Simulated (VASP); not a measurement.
Set up this calculation in VASP 6.6.1, as the native input.

```yaml
Task: relaxation of cell and atoms
Functional: PBE
Potentials_or_basis: VASP PAW PBE potentials, release 64 (Si, Ni)
Cutoff: 600 eV
k_mesh: 12 × 12 × 18
Occupations: gaussian, width 0.1 eV
Spin: no spin polarisation
Dipole_correction: no
Further_INCAR_settings: ALGO = Fast; EDIFF = 1e-06; IBRION = 2; EDIFFG = -0.01; NSW = 100; ISIF = 3
```

The structure of SiNi2 lies in POSCAR:

```
SiNi2
1.0
    3.9671233807      0.0000000000      0.0000000000
   -1.9835616904      3.4356296277      0.0000000000
    0.0000000000      0.0000000000      2.4804538415
Si Ni
1 2
Direct
    0.0000000000      0.0000000000      0.0000000000
    0.3333333333      0.6666666667      0.5000000000
    0.6666666667      0.3333333333      0.5000000000
```

These files were run (other wordings do the same):

INCAR

```
  PREC = Accurate
  ENCUT = 600
  EDIFF = 1E-6
  ISMEAR = 0
  SIGMA = 0.1
  LREAL = F
  LASPH = T
  NELM = 60
  ALGO = Fast
  ISIF = 3
  LWAVE = F
  LCHARG = F
  GGA = PE
  IBRION = 2
  NSW = 100
  EDIFFG = -0.01
```

KPOINTS

```
Automatic mesh
0
Gamma
  12 12 18
```

Potentials or basis: VASP PAW PBE potentials, release 64 (Si, Ni).

Launch:

```sh
$ cat potpaw_PBE.64/Si/POTCAR potpaw_PBE.64/Ni/POTCAR > POTCAR
$ mpirun -np 1 vasp_std > vasp.out
```

It gave:

- Relaxed volume: 11.26 Å³/atom
- Relaxed cell: a = 3.965 Å, b = 3.965 Å, c = 2.480 Å, α = 90.00°, β = 90.00°, γ = 120.00°
- Space group after relaxing (to 0.1 Å): P6/mmm (No. 191)
- Ionic steps: 3
- Pressure after relaxing: 0.0 GPa
- Band gap on the k mesh: zero (bands 12 and 13 overlap by 1.93 eV)

Wall time 3.8 min on 1 thread of Intel Xeon 8259CL, with other jobs on the host, peak memory 0.26 GiB.
